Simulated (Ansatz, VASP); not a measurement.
One calculation of H2Rh, two programs

```
CELL_PARAMETERS angstrom
-1.40742 1.40742 2.52057
1.40742 -1.40742 2.52057
1.40742 1.40742 -2.52057
ATOMIC_POSITIONS crystal
H 0.64490 0.64490 0.00000
H 0.35510 0.35510 0.00000
Rh 0.00000 0.00000 0.00000
```

Alike in both runs: functional PBE; k mesh 8 × 8 × 8; occupations gaussian, width 0.1 eV; no spin polarisation.

Ansatz relaxed the structure, and its values are those at the end. VASP's run is a single point on that final structure, the one shown.

|  | VASP | Ansatz |
| --- | --- | --- |
| version | VASP 6.6.1 | Ansatz 0.2.0 |
| potentials or method | VASP PAW PBE potentials, release 64 (H, Rh_pv), cutoff 520 eV | scalar-relativistic, plane waves, PAW |
| valence electrons in the cell | 17 | 19 |

Ansatz gave:

- gap on the k mesh at the Fermi level (eV): none
- pressure (GPa): 0.1
- rms of the force components (eV/Å): 0.003

What did VASP give for the same quantities?

gap on the k mesh at the Fermi level (eV): none; pressure (GPa): 0.0; rms of the force components (eV/Å): 0.001.

A gap of «none» marks a metal or a gap that the smearing closes. VASP's potentials hold 17 valence electrons a cell and Ansatz's 19, so a difference there can come from the potentials and not from the codes.

The k mesh is coarse, so the values compare programs but aren't converged.
